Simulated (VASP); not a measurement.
The system is RbNa3Te2.

```
Rb Na Te
1.0
     4.36106    0.00000    0.00000
    -2.18053    3.77679    0.00000
     0.00000    0.00000   10.75815
Rb Na Te
1 3 2
Cartesian
  0.0000 0.0000 0.0000
  0.0000 2.5179 1.7832
  2.1805 1.2589 8.9749
  0.0000 0.0000 5.3791
  0.0000 2.5179 7.1936
  2.1805 1.2589 3.5645
```

The cell was generated, and may not be a known phase.

```yaml
Program: VASP 6.6.1
Task: relaxation of cell and atoms
Functional: PBE
Potentials_or_basis: VASP PAW PBE potentials, release 64 (Rb_sv, Na_pv, Te)
Cutoff: 600 eV
k_mesh: 6 × 6 × 2
Occupations: gaussian, width 0.1 eV
Spin: no spin polarisation
```

At the start: pressure 3.8 GPa; volume 29.53 Å³/atom.

Q: Where does the relaxation end?

A: Over 26 steps the energy falls by 701.4 meV/atom and the volume is 34.38 Å³/atom (+16.4 %); space group P-3m1 (No. 164, to 0.1 Å) before and after.

Step by step:
```
step  energy change (eV)  largest force (eV/Å)  pressure (GPa)  volume (Å³)
   1              0.0000                1.4908            3.76       177.20
   2             -0.9604                1.4108            1.33       195.34
   3             -2.3047                1.0574           -2.24       254.05
   4             -3.0910                0.7659           -2.01       238.48
   5             -3.7881                0.2494           -1.08       206.34
   6             -3.8163                0.1990           -0.70       198.82
   7             -3.8577                0.2126            0.36       190.07
   8             -3.8577                0.2127            0.35       190.11
   9             -3.8803                0.2214            0.29       192.04
  10             -3.9336                0.2431            0.19       197.57
  11             -3.9626                0.2254            0.20       207.51
  12             -3.9685                0.2426            0.17       203.63
  13             -4.0006                0.2374           -0.35       209.27
  14             -4.0140                0.2287           -0.88       216.13
  15             -4.0274                0.2253           -0.88       216.01
  16             -4.0668                0.2153           -0.86       215.66
  17             -4.1378                0.1740           -0.81       214.97
  18             -4.1737                0.1701           -0.39       213.56
  19             -4.1853                0.0738           -0.74       214.24
  20             -4.1897                0.0430           -0.61       214.04
  21             -4.2061                0.0565           -0.08       207.83
  22             -4.2066                0.0577           -0.06       207.10
  23             -4.2065                0.0610            0.07       205.65
  24             -4.2067                0.0587           -0.01       206.52
  25             -4.2074                0.0476            0.00       206.46
  26             -4.2086                0.0267           -0.01       206.29
```

Final structure:
```xyz
6
Lattice="5.2545 0.0000 0.0000 -2.6273 4.5505 0.0000 0.0000 0.0000 8.6275" Properties=species:S:1:pos:R:3 pbc="T T T"
Rb    0.0000    0.0000    0.0000
Na    0.0000    3.0337    2.9113
Na    2.6273    1.5168    5.7162
Na    0.0000    0.0000    4.3138
Te    0.0000    3.0337    6.1708
Te    2.6273    1.5168    2.4567
```

Caveat: the volume moved by over 15 % at a fixed basis, so the end points are rough.
